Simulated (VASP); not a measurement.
Crystal: Li2Cr.

```
CELL_PARAMETERS angstrom
-1.52329 1.52329 3.73683
1.52329 -1.52329 3.73683
1.52329 1.52329 -3.73683
ATOMIC_POSITIONS crystal
Li 0.66500 0.66500 0.00000
Li 0.33500 0.33500 0.00000
Cr 0.00000 0.00000 0.00000
```

```yaml
Program: VASP 6.6.1
Task: relaxation of cell and atoms
Functional: PBE
Potentials_or_basis: VASP PAW PBE potentials, release 64 (Li_sv, Cr_pv)
Cutoff: 600 eV
k_mesh: 8 × 8 × 8
Occupations: gaussian, width 0.1 eV
Spin: collinear spin, ferromagnetic start
Starting_moments: "[0.0, 0.0, 3.54] μB"
```

At the start: pressure 21.9 GPa; volume 11.56 Å³/atom.

Q: How do energy, volume and symmetry change on relaxing?

A: Over 9 steps the energy falls by 307.4 meV/atom and the volume is 16.67 Å³/atom (+44.2 %); space group I4/mmm (No. 139, to 0.05 Å); moment 4.36 μB per cell.

The path:
| step | energy change (eV) | largest force (eV/Å) | pressure (GPa) | volume (Å³) |
| --- | --- | --- | --- | --- |
| 1 | 0.0000 | 0.5195 | 21.85 | 34.68 |
| 2 | -0.7386 | 0.1163 | 6.60 | 43.21 |
| 3 | -0.8848 | 0.0234 | 1.06 | 49.16 |
| 4 | -0.8917 | 0.0441 | -0.08 | 50.80 |
| 5 | -0.8916 | 0.0480 | -0.31 | 51.16 |
| 6 | -0.9015 | 0.0388 | -0.34 | 51.10 |
| 7 | -0.9196 | 0.0140 | -0.36 | 50.84 |
| 8 | -0.9215 | 0.0048 | -0.40 | 50.69 |
| 9 | -0.9222 | 0.0038 | 0.07 | 50.02 |

Final structure:
```
Li Cr
1.0
    -1.64578    1.64578    4.61719
     1.64578   -1.64578    4.61719
     1.64578    1.64578   -4.61719
Li Cr
2 1
Direct
  0.66943 0.66943 0.00000
  0.33057 0.33057 0.00000
  0.00000 0.00000 0.00000
```

Caveat: the k points lie up to 0.34 Å⁻¹ apart in the final cell; the cutoff is under 1.25 times the usual one of these potentials, so pressure, stress and relaxed cells hold a basis-set (Pulay) error; the volume moved by over 15 % at a fixed basis, so the end points are rough.
